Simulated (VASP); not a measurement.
Y, 2 atoms in the cell. The structure is hexagonal, space group P6_3/mmc (No. 194). Conventional cell: a = 3.549 Å, b = 3.549 Å, c = 5.518 Å, α = 90.00°, β = 90.00°, γ = 120.00°. Y (site symmetry -6m2) has 12 Y at 3.44 to 3.55 Å within 4.5 Å. 

* Program: VASP 6.6.1
* Task: single point
* Functional: LDA
* Potentials or basis: VASP PAW LDA potentials, release 64 (Y_sv)
* Cutoff: 520 eV
* k mesh: 7 × 7 × 4
* Occupations: methfessel-paxton, width 0.05 eV
* Spin: no spin polarisation
* Dipole correction: no
* Further INCAR settings: ALGO = Normal; EDIFF = 1e-06; NBANDS = 18

Potentials or basis: VASP PAW LDA potentials, release 64 (Y_sv).

Command:

```console
$ cat potpaw_LDA.64/Y_sv/POTCAR > POTCAR
$ mpirun -np 1 vasp_std > vasp.out
```

Hardware: 1 thread of AMD EPYC 7R13 (shared host).

Problem. How long does it take, and how much memory?

Solution. It took 44 s on 1 thread of AMD EPYC 7R13, with other jobs on the host, peak memory 0.14 GiB. Counts: scf iterations 12, k points 24.
